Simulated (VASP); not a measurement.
# Be2As (R-3m) in VASP: notebook, part 2 of 2

VASP 6.6.1. Earlier steps stand in the parts before.

## Step 4: Relaxation of cell and atoms, PBE

INCAR reads:

```
ALGO     = Fast           # electronic algorithm
EDIFF    = 1E-6           # SCF threshold, eV
EDIFFG   = -0.01          # ionic threshold
ENCUT    = 600            # plane-wave cutoff, eV
GGA      = PE             # functional
IBRION   = 2              # ionic algorithm
ISIF     = 3              # what is computed and relaxed
ISMEAR   = 0              # smearing method
LASPH    = True           # aspherical terms in the spheres
LCHARG   = False          # write CHGCAR
LREAL    = False          # projectors in reciprocal space
LWAVE    = False          # write WAVECAR
NELM     = 80             # most SCF steps
NSW      = 100            # ionic steps
PREC     = Accurate       # precision mode
SIGMA    = 0.1            # smearing width, eV
```

KPOINTS reads:

```
k-points
0
Gamma
  18 18 18
```

POSCAR reads:

```
Be2As
1.0
    1.7903069155      1.0336341796      3.5472226434
   -1.7903069155      1.0336341796      3.5472226434
    0.0000000000     -2.0672683592      3.5472226434
Be As
2 1
Direct
    0.2233419593      0.2233419593      0.2233419593
    0.7766580407      0.7766580407      0.7766580407
    0.0000000000      0.0000000000      0.0000000000
```

Potentials or basis: VASP PAW PBE potentials, release 64 (Be, As).

Command:

```bash
$ cat potpaw_PBE.64/Be/POTCAR potpaw_PBE.64/As/POTCAR > POTCAR
$ mpirun -np 1 vasp_std > vasp.out
```

OUTCAR:

```text
EDIFF = 1E-6
   EDIFFG = -0.01
   ENCUT = 600
   GGA = PE
   IBRION = 2
   ISIF = 3
   ISMEAR = 0
   LASPH = True
   LREAL = False
   NELM = 80
   NSW = 100
   PREC = Accurate

 ion  position               nearest neighbor table
   1  0.223  0.223  0.223-   3 2.38   3 2.38   3 2.38   3 2.38
   2  0.777  0.777  0.777-   3 2.38   3 2.38   3 2.38   3 2.38
   3  0.000  0.000  0.000-   2 2.38   2 2.38   1 2.38   1 2.38   2 2.38   1 2.38   2 2.38   1 2.38

  LATTYP: Found a trigonal (rhomboedric) cell.
 ALAT       =     4.1056530480
 COS(alpha) =     0.6197051170

  Lattice vectors:

 A1 = (   1.7903069155,   1.0336341796,   3.5472226434)
 A2 = (  -1.7903069155,   1.0336341796,   3.5472226434)
 A3 = (   0.0000000000,  -2.0672683592,   3.5472226434)

Analysis of symmetry for initial positions (statically):
=====================================================================
 Subroutine PRICEL returns:
 Original cell was already a primitive cell.

 Routine SETGRP: Setting up the symmetry group for a
 trigonal (rhombohedral) supercell.

 Subroutine GETGRP returns: Found 12 space group operations
 (whereof 12 operations were pure point group operations)
 out of a pool of 12 trial point group operations.

The static configuration has the point symmetry D_3d.

Analysis of symmetry for dynamics (positions and initial velocities):
=====================================================================
 Subroutine PRICEL returns:
 Original cell was already a primitive cell.

 Routine SETGRP: Setting up the symmetry group for a
 trigonal (rhombohedral) supercell.

 Subroutine GETGRP returns: Found 12 space group operations
 (whereof 12 operations were pure point group operations)
 out of a pool of 12 trial point group operations.

The dynamic configuration has the point symmetry D_3d.

 Subroutine INISYM returns: Found 12 space group operations
 (whereof 12 operations are pure point group operations),
 and found     1 'primitive' translations

[... 133 lines left out ...]
 maximum number of plane-waves:      1331
 NGX is ok and might be reduce to    36
   NGX = 17   NGY = 17   NGZ = 17

--------------------------------------- Ionic step        1  -------------------------------------------

 number of electron       9.0000000 magnetization

 Free energy of the ion-electron system (eV)
  ---------------------------------------------------
  ext. energy  EPLUGINS =         0.00000000
  ---------------------------------------------------
  free energy    TOTEN  =       -11.23931054 eV

  energy without entropy =      -11.23519188  energy(sigma->0) =      -11.23725121

------------------------ aborting loop because EDIFF is reached ----------------------------------------

  FORCE on cell =-STRESS in cart. coord.  units (eV):
  Direction    XX          YY          ZZ          XY          YZ          ZX
  --------------------------------------------------------------------------------------
  -------------------------------------------------------------------------------------
  Total        0.3339183      0.3339183     -0.2414630      0.0000000      0.0000000      0.0000000
  in kB       13.5836580     13.5836580     -9.8226168      0.0000000      0.0000000      0.0000000
  external PRESSURE =       5.7815664 kB  Pullay stress =       0.0000000 kB
[... 209 lines left out ...]
--------------------------------------- Ionic step        7  -------------------------------------------

 number of electron       9.0000000 magnetization

 Free energy of the ion-electron system (eV)
  ---------------------------------------------------
  ext. energy  EPLUGINS =         0.00000000
  ---------------------------------------------------
  free energy    TOTEN  =       -11.24252656 eV

  energy without entropy =      -11.23821074  energy(sigma->0) =      -11.24036865

 E-fermi :   6.0360     XC(G=0): -10.0574

 val. band max:        6.0302699818   @ k =   0.3333   0.2222   0.0556
 cond. band min:       6.0408030308   @ k =  -0.2222   0.1667   0.0556
 fundamental gap:      0.0105330489
 Fermi energy:         6.0359769955

 k-point     1 :       0.0000    0.0000    0.0000
  band No.  band energies     occupation
      1      -7.9824      2.00000
      2       2.8014      2.00000
      3       4.5404      2.00000
      4       5.9009      1.94383
      5       5.9009      1.94383
      6       7.4007      0.00000
      7       7.4007      0.00000
      8       8.9016      0.00000
[... 243 lines left out ...]
 k-point    24 :      -0.2222    0.0556    0.0000
  band No.  band energies     occupation
      1      -7.2595      2.00000
      2       1.3559      2.00000
      3       2.5754      2.00000
      4       4.3378      2.00000
      5       5.5796      2.00000
      6       7.2279      0.00000
      7       7.5987      0.00000
      8      10.2298      0.00000

 [... further k-points ...]

------------------------ aborting loop because EDIFF is reached ----------------------------------------

  FORCE on cell =-STRESS in cart. coord.  units (eV):
  Direction    XX          YY          ZZ          XY          YZ          ZX
  --------------------------------------------------------------------------------------
  -------------------------------------------------------------------------------------
  Total        0.0065387      0.0065387      0.0278609      0.0000000      0.0000000     -0.0000000
  in kB        0.2639980      0.2639980      1.1248745      0.0000000      0.0000000     -0.0000000
  external PRESSURE =       0.5509568 kB  Pullay stress =       0.0000000 kB
[... 18 lines left out ...]
  FREE ENERGIE OF THE ION-ELECTRON SYSTEM (eV)
  ---------------------------------------------------
  free  energy   TOTEN  =       -11.2425265562 eV

  energy  without entropy=      -11.2382107442  energy(sigma->0) =      -11.24036865

 reached required accuracy - stopping structural energy minimisation
```

CONTCAR:

```text
Be2As
   1.00000000000000
     1.8023193964407040    1.0405695887048318    3.5265277692039132
    -1.8023193964407040    1.0405695887048318    3.5265277692039132
    -0.0000000000000000   -2.0811391774096637    3.5265277692039132
  Be              As
     2     1
Direct
     0.2239232810823387    0.2239232810823387    0.2239232810823387
     0.7760767189176613    0.7760767189176613    0.7760767189176613
     0.0000000000000000    0.0000000000000000    0.0000000000000000

  0.00000000E+00  0.00000000E+00  0.00000000E+00
  0.00000000E+00  0.00000000E+00  0.00000000E+00
  0.00000000E+00  0.00000000E+00  0.00000000E+00
```

It took 13 min on 1 thread of Oxide Virtual Turin-like, shared host; peak memory 0.41 GiB.

Results:

```yaml
Free_energy: -11.2425 eV
Relaxed_volume: 13.23 Å³/atom
Relaxed_cell: a = 4.095 Å, b = 4.095 Å, c = 4.095 Å, α = 52.23°, β = 52.23°, γ = 52.23°
Space_group_after_relaxing_to_0.1_Å: R-3m (No. 166)
Energy_gained_by_relaxing: 1.1 meV/atom
Ionic_steps: 7
Pressure_after_relaxing: 0.1 GPa
Largest_force_after_relaxing: 0.007 eV/Å
Band_gap_on_the_k_mesh: zero (an odd number of electrons rules out a gap without spin polarisation)
```

Forces in eV/Å, atoms in the order of the input:
```
Be   0.000  0.000  0.007
Be   0.000  0.000 -0.007
As   0.000  0.000  0.000
```

Stress tensor (GPa, compression positive):
```
0.03 0.00 0.00
0.00 0.03 0.00
0.00 0.00 0.11
```

Step by step:
```csv
step,energy change (eV),largest force (eV/Å),pressure (GPa),volume (Å³)
1,0.0000,0.0448,0.58,39.39
2,-0.0029,0.0280,0.06,39.65
3,-0.0031,0.0220,-0.10,39.75
4,-0.0031,0.0222,-0.10,39.74
5,-0.0032,0.0154,0.00,39.70
6,-0.0032,0.0110,0.08,39.67
7,-0.0032,0.0070,0.06,39.68
```

Final structure:
```yaml
crystal:
  lattice:
    - [1.80232, 1.04057, 3.52653]
    - [-1.80232, 1.04057, 3.52653]
    - [0.00000, -2.08114, 3.52653]
  atoms:
    - { symbol: Be, position: [0.22392, 0.22392, 0.22392] }
    - { symbol: Be, position: [0.77608, 0.77608, 0.77608] }
    - { symbol: As, position: [0.00000, 0.00000, 0.00000] }
```

Levels at points of the mesh, in eV from the Fermi level:
| k point | band 1 | band 2 | band 3 | band 4 | band 5 | band 6 | band 7 | band 8 |
| --- | --- | --- | --- | --- | --- | --- | --- | --- |
| (0.00, 0.00, 0.00) | -14.02 | -3.23 | -1.50 | -0.14 | -0.14 | 1.36 | 1.36 | 2.87 |
| (0.50, 0.00, 0.00) | -12.12 | -7.62 | -3.98 | -1.88 | -0.20 | 0.54 | 1.84 | 4.75 |
| (0.50, 0.50, 0.00) | -11.73 | -7.12 | -5.41 | -3.80 | -1.92 | 0.98 | 7.05 | 7.48 |
| (0.50, 0.50, 0.50) | -12.95 | -8.54 | -1.67 | -1.67 | 2.79 | 3.21 | 3.21 | 6.12 |

## Step 5: The runs side by side

```tsv
task	cell	k mesh	cutoff (eV)	gap on the mesh (eV)	pressure (GPa)	largest force (eV/Å)
single point	a = 4.106 Å, angles 51.7°, 3 atoms, atomic positions A	6 × 6 × 6	520	none	0.3	-
single point	a = 4.092 Å, angles 52.2°, 3 atoms, atomic positions B	18 × 18 × 18	520	none	0.3	0.01
relaxation of cell and atoms	relaxed from a = 4.106 Å, angles 51.7°, 3 atoms, atomic positions A	18 × 18 × 18	600	none	0.1	0.01
```

Alike in all rows: level PBE; potentials or basis VASP PAW PBE potentials, release 64 (Be, As); no spin polarisation; smearing gaussian 0.1 eV.

Absolute energies hang on the potentials; compare differences alone.

The gap in the log of VASP goes by the Fermi energy; the results here count the filled bands.